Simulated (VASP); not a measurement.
Write the native input for VASP 6.6.1 that does the following.

| Item | Value |
| --- | --- |
| Task | single point |
| Functional | PBEsol |
| Potentials or basis | VASP PAW PBE potentials, release 64 (Mo_sv) |
| Cutoff | 520 eV |
| k mesh | 12 × 12 × 12 |
| Occupations | gaussian, width 0.15 eV |
| Spin | no spin polarisation |
| Dipole correction | no |
| Further INCAR settings | ALGO = Fast; EDIFF = 1e-07; NBANDS = 66 |

The structure of Mo lies in POSCAR:

```
Mo
1.0
   -3.1420000000     -3.1420000000      3.1420000000
   -3.1420000000      3.1420000000     -3.1420000000
    3.1420000000     -3.1420000000     -3.1420000000
Mo
8
Direct
    0.4713558243      0.4713558243      0.5000000000
    0.0000000000      0.5000000000      0.5000000000
    0.5000000000      0.0000000000      0.5000000000
    0.0000000000      0.0000000000      0.5000000000
    0.5000000000      0.5000000000      0.0000000000
    0.0000000000      0.5000000000      0.0000000000
    0.5000000000      0.0000000000      0.0000000000
    0.0000000000      0.0000000000      0.0000000000
```

This cell differs from its parent crystal: atom 1 (Mo) moved +0.180 Å along Cartesian [1 0 0].

These files were run (other wordings do the same):

INCAR

```
PREC     = Accurate       # precision mode
ENCUT    = 520            # plane-wave cutoff, eV
EDIFF    = 1E-7           # SCF threshold, eV
ISMEAR   = 0              # smearing method
SIGMA    = 0.15           # smearing width, eV
LREAL    = F              # projectors in reciprocal space
LASPH    = T              # aspherical terms in the spheres
NELM     = 60             # most SCF steps
ALGO     = Fast           # electronic algorithm
ISIF     = 2              # what is computed and relaxed
LWAVE    = F              # write WAVECAR
LCHARG   = F              # write CHGCAR
GGA      = PS             # functional
NBANDS   = 66             # bands
```

KPOINTS

```
Automatic mesh
0
Gamma
  12 12 12
```

Potentials or basis: VASP PAW PBE potentials, release 64 (Mo_sv).

Launch:

```bash
$ cat potpaw_PBE.64/Mo_sv/POTCAR > POTCAR
$ mpirun -np 1 vasp_std > vasp.out
```

It gave:

| Item | Value |
| --- | --- |
| Pressure | -1.8 GPa |
| Largest force | 2.312 eV/Å |
| Band gap on the k mesh | zero (bands 56 and 57 overlap by 2.30 eV) |

Caveat: the cell differs from its parent crystal (atom 1 (Mo) moved +0.180 Å along Cartesian [1 0 0]); the PAW data sets were made with another functional, which shifts forces and pressure a little.

Wall time 33 min on 1 thread of Oxide Virtual Turin-like Processor, with other jobs on the host, peak memory 0.83 GiB.
